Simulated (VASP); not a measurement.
Wanted: the native input for a VASP 6.6.1 run.

| Quantity | Value |
| --- | --- |
| Task | single point |
| Functional | PBEsol |
| Potentials or basis | VASP PAW PBE potentials, release 64 (Cs_sv, Pb_d, Cl) |
| Cutoff | 520 eV |
| k mesh | 6 × 6 × 6 |
| Occupations | gaussian, width 0.02 eV |
| Spin | no spin polarisation |
| Dipole correction | no |
| Further INCAR settings | ALGO = Normal; EDIFF = 1e-06; NBANDS = 30 |

The structure of CsPbCl3 lies in POSCAR:

```
CsPbCl3
1.0
    5.7288509938      0.0000000000      0.0000000000
    0.0000000000      5.7288509938      0.0000000000
    0.0000000000      0.0000000000      5.7288509938
Cs Pb Cl
1 1 3
Direct
    0.0000000000      0.0000000000      0.0000000000
    0.5000000000      0.5000000000      0.5000000000
    0.5000000000      0.5000000000      0.0000000000
    0.0000000000      0.5000000000      0.5000000000
    0.5000000000      0.0000000000      0.5000000000
```

This cell differs from its parent crystal: volume scaled by 1.06.

The input as run:

INCAR

```
SYSTEM = CsPbCl3
PREC = Accurate ; ENCUT = 520
EDIFF = 1E-6 ; ISMEAR = 0
SIGMA = 0.02 ; LREAL = .FALSE.
LASPH = .TRUE. ; NELM = 100
ALGO = Normal ; ISIF = 2
LWAVE = .FALSE. ; LCHARG = .TRUE.
GGA = PS ; LELF = .TRUE.
LVHAR = .TRUE. ; NBANDS = 30
```

KPOINTS

```
regular mesh
0
G
  6 6 6
  0 0 0
```

Potentials or basis: VASP PAW PBE potentials, release 64 (Cs_sv, Pb_d, Cl).

The run is started by

```console
$ cat potpaw_PBE.64/Cs_sv/POTCAR potpaw_PBE.64/Pb_d/POTCAR potpaw_PBE.64/Cl/POTCAR > POTCAR
$ mpirun -np 1 vasp_std > vasp.out
```

Results of the run:

```yaml
Pressure: -1.3 GPa
Band_gap_on_the_k_mesh: 2.07 eV, direct
```

Caveat: the PAW data sets were made with another functional, which shifts forces and pressure a little; spin-orbit coupling is left out, which moves the levels of the heavy elements.

It took 110 s on 1 thread of Intel(R) Xeon(R) Platinum 8259CL CPU @ 2.50GHz (Skylake/Cascade Lake), on a shared host, peak memory 0.38 GiB.
